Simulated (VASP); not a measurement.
Here is a VASP 6.6.1 calculation.

File INCAR:

```
ALGO = Normal
EDIFF = 1E-6
ENCUT = 520
GGA = PS
ISIF = 2
ISMEAR = -1
LASPH = T
LCHARG = F
LREAL = F
LWAVE = F
NBANDS = 18
NELM = 100
PREC = Accurate
SIGMA = 0.05
```

The input KPOINTS:

```
k-points
0
Gamma
  8 8 5
```

POSCAR

```
Y
1.0
    3.3613536610      0.0000000000      0.0000000000
   -1.6806768305      2.9110176615      0.0000000000
    0.0000000000      0.0000000000      5.3192572322
Y
2
Direct
    0.6666666667      0.3333333333      0.7500000000
    0.3333333333      0.6666666667      0.2500000000
```

Potentials or basis: VASP PAW PBE potentials, release 64 (Y_sv).

Run with:

```sh
$ cat potpaw_PBE.64/Y_sv/POTCAR > POTCAR
$ mpirun -np 1 vasp_std > vasp.out
```

(1) What does it give for the pressure?

(2) Estimate the band gap on the k mesh.

Results:

(1) 9.7 GPa.

(2) zero (band 11 reaches 5.86 eV, above the bottom of band 12 at 3.72 eV).

Caveat: the PAW data sets were made with another functional, which shifts forces and pressure a little.
